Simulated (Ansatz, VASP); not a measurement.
## Al2Pt: VASP beside Ansatz

```
Al Pt
1.0
     0.00000    2.95500    2.93530
     2.95500    0.00000    2.93530
     2.95500    2.95500    0.00000
Al Pt
2 1
Direct
  0.25000 0.25000 0.25000
  0.75000 0.75000 0.75000
  0.00000 0.00000 0.00000
```

Alike in both runs: task single point; functional r2SCAN; k mesh 10 × 10 × 10; no spin polarisation.

```csv
,VASP,Ansatz
version,VASP 6.6.1,Ansatz 0.2.0
potentials or method,"VASP PAW PBE potentials, release 64 (Al, Pt), cutoff 520 eV","plane waves, PAW"
occupations,"fermi-dirac, width 0.1 eV",fermi-dirac
valence electrons in the cell,16,24
```

|  | VASP | Ansatz | Ansatz less VASP |
| --- | --- | --- | --- |
| pressure (GPa) | 0.3 | 0.5 | +0.23 |
| traceless stress, the component that is largest in VASP (GPa) | 0.34 | 0.34 | 0.000 |

VASP's potentials were made for PBE, not for r2SCAN. VASP's potentials hold 16 valence electrons a cell and Ansatz's 24, so a difference there can come from the potentials and not from the codes.

Spin-orbit coupling is off throughout.
